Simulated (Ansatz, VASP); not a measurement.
One calculation of HfN, two programs

File INCAR:

```
PREC     = Accurate       # precision mode
ENCUT    = 600            # plane-wave cutoff, eV
EDIFF    = 1E-7           # SCF threshold, eV
ISMEAR   = 0              # smearing method
SIGMA    = 0.1            # smearing width, eV
LREAL    = False          # projectors in reciprocal space
LASPH    = True           # aspherical terms in the spheres
NELM     = 60             # most SCF steps
ALGO     = Normal         # electronic algorithm
ISIF     = 3              # what is computed and relaxed
LWAVE    = False          # write WAVECAR
LCHARG   = False          # write CHGCAR
GGA      = PS             # functional
IBRION   = 2              # ionic algorithm
NSW      = 100            # ionic steps
EDIFFG   = -0.005         # ionic threshold
```

KPOINTS

```
regular mesh
0
Gamma
  16 16 16
```

Contents of POSCAR:

```
HfN
1.0
    0.0000000000      2.2590026142      2.2590026142
    2.2590026142      0.0000000000      2.2590026142
    2.2590026142      2.2590026142      0.0000000000
Hf N
1 1
Direct
    0.5000000000      0.5000000000      0.5000000000
    0.0000000000      0.0000000000      0.0000000000
```

Input for Ansatz:

```yaml
crystal:
  lattice:
    - [0.0, 2.2590026142, 2.2590026142]
    - [2.2590026142, 0.0, 2.2590026142]
    - [2.2590026142, 2.2590026142, 0.0]
  atoms:
    - { symbol: Hf, position: [0.5, 0.5, 0.5] }
    - { symbol: "N", position: [0.0, 0.0, 0.0] }
basis:
  ecutwfc: 420
kpoints:
  mp_grid: { grid: [16, 16, 16] }
hamiltonian:
  xc: pbesol
scf:
  occupations: { method: gaussian, width: 0.1 }
output:
  forces: true
  stress: true
  eigenvalues: true
  write_density: true
  write_potential: true
  elf: true
  volumetric_format: npy
relax:
  adjacent_minimum: "off"
  f_tol: 0.005
  max_steps: 80
  cell: { stress_tol: 0.05 }
```

Alike in both runs: task relaxation of cell and atoms; functional PBEsol; k mesh 16 × 16 × 16; occupations gaussian, width 0.1 eV; no spin polarisation.

|  | VASP | Ansatz |
| --- | --- | --- |
| version | VASP 6.6.1 | Ansatz 0.2.0 |
| potentials or method | VASP PAW PBE potentials, release 64 (Hf_pv, N), cutoff 600 eV | scalar-relativistic, plane waves, PAW |
| valence electrons in the cell | 15 | 31 |

|  | VASP | Ansatz | Ansatz less VASP |
| --- | --- | --- | --- |
| gap on the k mesh at the Fermi level, each at its own relaxed structure (eV) | none | none | - |
| relaxed volume (Å³/atom) | 11.31 | 11.40 | +0.088 |
| relaxed cell length with the largest relative difference (Å) | 3.175 | 3.183 | +0.0082 |

VASP's potentials were made for PBE, not for PBEsol. A gap of «none» marks a metal or a gap that the smearing closes. VASP's potentials hold 15 valence electrons a cell and Ansatz's 31, so a difference there can come from the potentials and not from the codes.

Spin-orbit coupling is off throughout.
